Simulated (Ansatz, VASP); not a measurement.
Two plane-wave programs on Zn

INCAR

```
SYSTEM = Zn
PREC = Accurate
ENCUT = 520
EDIFF = 1E-6
ISMEAR = -1
SIGMA = 0.1
LREAL = .FALSE.
LASPH = .TRUE.
NELM = 100
ALGO = Normal
ISIF = 2
LWAVE = .FALSE.
LCHARG = .FALSE.
NBANDS = 12
```

The input KPOINTS:

```
Automatic mesh
0
G
  14 14 14
  0 0 0
```

Contents of POSCAR:

```
Zn
1.0
    2.5881421856      0.0000000000      0.0000000000
    0.0000000000      2.5881421856      0.0000000000
    0.0000000000      0.0000000000      2.5881421856
Zn
1
Direct
    0.0000000000      0.0000000000      0.0000000000
```

Input for Ansatz:

```yaml
crystal:
  lattice:
    - [2.5881421856, 0.0, 0.0]
    - [0.0, 2.5881421856, 0.0]
    - [0.0, 0.0, 2.5881421856]
  atoms:
    - { symbol: Zn, position: [0.0, 0.0, 0.0] }
hamiltonian:
  xc: lda
  pseudopotentials:
    kind: paw
    azcp:
      Zn: "pseudopotentials/Zn.paw.azcp"
basis:
  ecutwfc: 420
  fft_grid_basis: typed
kpoints:
  mp_grid: { grid: [14, 14, 14], shift: [0, 0, 0] }
magnetization:
  spin_polarized: false
scf:
  occupations: { method: fermi_dirac, width: 0.1 }
  lower_state_search: "off"
output:
  stress: true
  write_density: true
  write_potential: true
  elf: true
  volumetric_format: npy
```

Alike in both runs: task single point; functional LDA; k mesh 14 × 14 × 14; occupations fermi-dirac, width 0.1 eV; no spin polarisation.

```csv
,VASP,Ansatz
version,VASP 6.6.1,Ansatz 0.2.0
potentials or method,"VASP PAW LDA potentials, release 64 (Zn), cutoff 520 eV","plane waves (420 eV) with PAW, scalar-relativistic"
valence electrons in the cell,12,12
```

VASP gave:

| Property | Result |
| --- | --- |
| pressure (GPa) | -3.9 |

**Question.** What did Ansatz give for the same quantities?

**Answer.** Pressure (GPa): -4.4.

Ansatz warns that its potentials were made for another functional, while VASP's fit it. LDA's correlation is that of Perdew and Zunger in VASP and of Perdew and Wang (1992) in Ansatz.
